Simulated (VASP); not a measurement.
# NaI (P4/mmm) in VASP: further runs, part 2 of 2

VASP 6.6.1.

### 3 Single point, HSE06 (uniaxial x strain -0.3%)

POSCAR reads:

```
NaI
1.0
    4.0267987336      0.0000000000      0.0000000000
    0.0000000000      4.0405365579      0.0000000000
    0.0000000000      0.0000000000      4.0405365579
Na I
1 1
Direct
    0.0000000000      0.0000000000      0.0000000000
    0.5000000000      0.5000000000      0.5000000000
```

INCAR.step1 reads:

```
SYSTEM = NaI
PREC = Accurate ; ENCUT = 520
EDIFF = 1E-5 ; ISMEAR = 0
SIGMA = 0.01 ; LREAL = .FALSE.
LASPH = .TRUE. ; NELM = 100
ALGO = Normal ; ISIF = 2
LWAVE = .TRUE. ; GGA = PE
NBANDS = 14
```

INCAR.step2 reads:

```
SYSTEM = NaI
PREC = Accurate ; ENCUT = 520
EDIFF = 1E-6 ; ISMEAR = 0
SIGMA = 0.01 ; LREAL = .FALSE.
LASPH = .TRUE. ; NELM = 100
ALGO = Normal ; ISIF = 2
LWAVE = .FALSE. ; LCHARG = .TRUE.
GGA = PE ; LHFCALC = .TRUE.
HFSCREEN = 0.2079 ; PRECFOCK = Normal
LELF = .TRUE. ; LVHAR = .TRUE.
ISTART = 1 ; NBANDS = 14
```

KPOINTS reads:

```
regular mesh
0
G
  4 4 4
  0 0 0
```

Potentials or basis: VASP PAW PBE potentials, release 64 (Na_pv, I).

The run is started by

```console
cat potpaw_PBE.64/Na_pv/POTCAR potpaw_PBE.64/I/POTCAR > POTCAR
cp INCAR.step1 INCAR
mpirun -np 1 vasp_std > vasp.out
cp INCAR.step2 INCAR
mpirun -np 1 vasp_std > vasp.out
```

OUTCAR:

```text
SYSTEM = NaI
   PREC = Accurate
   ENCUT = 520
   EDIFF = 1E-6
   ISMEAR = 0
   LREAL = .FALSE.
   LASPH = .TRUE.
   NELM = 100
   ISIF = 2
   GGA = PE
   LHFCALC = .TRUE.
   HFSCREEN = 0.2079
   PRECFOCK = Normal
   ISTART = 1

 ion  position               nearest neighbor table
   1  0.000  0.000  0.000-
   2  0.500  0.500  0.500-

  LATTYP: Found a simple tetragonal cell.
 ALAT       =     4.0405365579
 C/A-ratio  =     0.9966000000

  Lattice vectors:

 A1 = (   0.0000000000,   4.0405365579,   0.0000000000)
 A2 = (   0.0000000000,   0.0000000000,   4.0405365579)
 A3 = (   4.0267987336,   0.0000000000,   0.0000000000)

Analysis of symmetry for initial positions (statically):
=====================================================================
 Subroutine PRICEL returns:
 Original cell was already a primitive cell.

 Routine SETGRP: Setting up the symmetry group for a
 simple tetragonal supercell.

 Subroutine GETGRP returns: Found 16 space group operations
 (whereof 16 operations were pure point group operations)
 out of a pool of 16 trial point group operations.

The static configuration has the point symmetry D_4h.

Analysis of symmetry for dynamics (positions and initial velocities):
=====================================================================
 Subroutine PRICEL returns:
 Original cell was already a primitive cell.

 Routine SETGRP: Setting up the symmetry group for a
 simple tetragonal supercell.

 Subroutine GETGRP returns: Found 16 space group operations
 (whereof 16 operations were pure point group operations)
 out of a pool of 16 trial point group operations.

The dynamic configuration has the point symmetry D_4h.

 Subroutine INISYM returns: Found 16 space group operations
 (whereof 16 operations are pure point group operations),
 and found     1 'primitive' translations

[... 123 lines left out ...]
   IVDW    =     0    specifies the selected vdW correction
   LEPSILON=     F    determine dielectric tensor
   LRPA    =     F    only Hartree local field effects (RPA)
 non-spin polarized calculation
 Gauss-broadening in eV      SIGMA  =   0.01
  energy-cutoff  :      520.00
  volume of cell :       65.74
 maximum number of plane-waves:      1791
 NGX is ok and might be reduce to    30
  NGX = 24; NGY = 24; NGZ = 24

 number of electron      13.9999979 magnetization

 Free energy of the ion-electron system (eV)
  ---------------------------------------------------
  ext. energy  EPLUGINS =         0.00000000
  ---------------------------------------------------
  free energy    TOTEN  =        -5.91048780 eV

  energy without entropy =       -5.91048780  energy(sigma->0) =       -5.91048780

 E-fermi :   1.4430     XC(G=0):  -6.5949

 val. band max:        1.3643033826   @ k =   0.0000   0.5000   0.5000
 cond. band min:       4.5788925106   @ k =   0.0000   0.0000   0.0000
 fundamental gap:      3.2145891280
 Fermi energy:         1.4429876206

 k-point     1 :       0.0000    0.0000    0.0000
  band No.  band energies     occupation
      1     -24.8224      2.00000
      2     -24.8219      2.00000
      3     -24.8219      2.00000
      4     -11.4950      2.00000
      5       0.6297      2.00000
      6       0.6297      2.00000
      7       0.6631      2.00000
      8       4.5789      0.00000
      9       7.8485      0.00000
     10       7.8726      0.00000
     11      13.8395      0.00000
     12      13.8395      0.00000
     13      13.8756      0.00000
     14      14.4645      0.00000
[... 275 lines left out ...]
      1     -24.8278      2.00000
      2     -24.8270      2.00000
      3     -24.8270      2.00000
      4     -10.4929      2.00000
      5      -0.9453      2.00000
      6      -0.9294      2.00000
      7      -0.9294      2.00000
      8       6.4159      0.00000
      9       6.4169      0.00000
     10       6.4169      0.00000
     11       9.0913      0.00000
     12      16.3055      0.00000
     13      16.3055      0.00000
     14      16.3826      0.00000

------------------------ aborting loop because EDIFF is reached ----------------------------------------

  FORCE on cell =-STRESS in cart. coord.  units (eV):
  Direction    XX          YY          ZZ          XY          YZ          ZX
  --------------------------------------------------------------------------------------
  -------------------------------------------------------------------------------------
  Total        0.1514444      0.0784891      0.0784891      0.0000000      0.0000000     -0.0000000
  in kB        3.6908445      1.9128544      1.9128544      0.0000000      0.0000000     -0.0000000
  external PRESSURE =       2.5055178 kB  Pullay stress =       0.0000000 kB

 VOLUME and BASIS-vectors are now :
 -----------------------------------------------------------------------------
  energy-cutoff  :      520.00
  volume of cell :       65.74
      direct lattice vectors                 reciprocal lattice vectors
     4.026798734  0.000000000  0.000000000     0.248336226  0.000000000  0.000000000
     0.000000000  4.040536558  0.000000000     0.000000000  0.247491883  0.000000000
     0.000000000  0.000000000  4.040536558     0.000000000  0.000000000  0.247491883

 POSITION                                       TOTAL-FORCE (eV/Angst)
 -----------------------------------------------------------------------------------
      0.00000      0.00000      0.00000         0.000000      0.000000      0.000000
      2.01340      2.02027      2.02027         0.000000      0.000000      0.000000
 -----------------------------------------------------------------------------------
    total drift:                                0.000002      0.000000      0.000000

  FREE ENERGIE OF THE ION-ELECTRON SYSTEM (eV)
  ---------------------------------------------------
  free  energy   TOTEN  =        -5.9104878025 eV

  energy  without entropy=       -5.9104878025  energy(sigma->0) =       -5.91048780
```

OSZICAR.step1:

```text
N       E                     dE             d eps       ncg     rms          rms(c)
DAV:   1     0.828643060374E+02    0.82864E+02   -0.67462E+03   504   0.907E+02
DAV:   2     0.151664019795E+01   -0.81348E+02   -0.75049E+02   540   0.226E+02
DAV:   3    -0.502158589391E+01   -0.65382E+01   -0.64930E+01   654   0.608E+01
DAV:   4    -0.517775247305E+01   -0.15617E+00   -0.15613E+00   638   0.959E+00
DAV:   5    -0.518241694604E+01   -0.46645E-02   -0.46644E-02   650   0.168E+00    0.192E+00
DAV:   6    -0.507635258880E+01    0.10606E+00   -0.93829E-02   636   0.183E+00    0.127E+00
DAV:   7    -0.504824608221E+01    0.28107E-01   -0.93326E-02   608   0.162E+00    0.649E-01
DAV:   8    -0.504879272009E+01   -0.54664E-03   -0.64002E-03   570   0.648E-01    0.112E-01
DAV:   9    -0.504873455999E+01    0.58160E-04   -0.17576E-04   612   0.134E-01    0.392E-02
DAV:  10    -0.504875769810E+01   -0.23138E-04   -0.60129E-05   576   0.723E-02    0.949E-03
DAV:  11    -0.504875782360E+01   -0.12550E-06   -0.79705E-06   582   0.283E-02
   1 F= -.50487578E+01 E0= -.50487578E+01  d E =-.527750E-17
```

Run time: 18 min. Hardware: 1 thread of Oxide Virtual Turin-like, shared host; peak memory 0.25 GiB.

Results:

```
Free energy            : -5.9105 eV
Pressure               : 0.3 GPa
Band gap on the k mesh : 3.21 eV (least direct gap 3.65 eV)
```

Levels at points of the mesh, in eV from the valence-band top:
```csv
k point,band 4,band 5,band 6,band 7,band 8,band 9,band 10,band 11
"(0.00, 0.00, 0.00)",-12.86,-0.73,-0.73,-0.70,3.21,6.48,6.51,12.48
"(0.50, 0.00, 0.00)",-12.48,-3.54,-0.37,-0.37,5.57,7.43,8.04,8.96
"(0.00, 0.50, 0.00)",-12.49,-3.53,-0.38,-0.35,5.58,7.43,8.04,8.95
"(0.50, 0.50, 0.00)",-12.16,-2.83,-2.82,-0.02,3.66,8.01,9.37,9.38
"(0.00, 0.50, 0.50)",-12.17,-2.83,-2.83,0.00,3.65,8.04,9.40,9.40
"(0.50, 0.50, 0.50)",-11.86,-2.31,-2.29,-2.29,5.05,5.05,5.05,7.73
```

Caveat: the cell differs from its parent crystal (uniaxial x strain -0.3%); the structure was generated, so it needn't be the stable form of NaI; the PAW data sets were made with another functional, which shifts forces and pressure a little; spin-orbit coupling is left out, which moves the levels of the heavy elements.
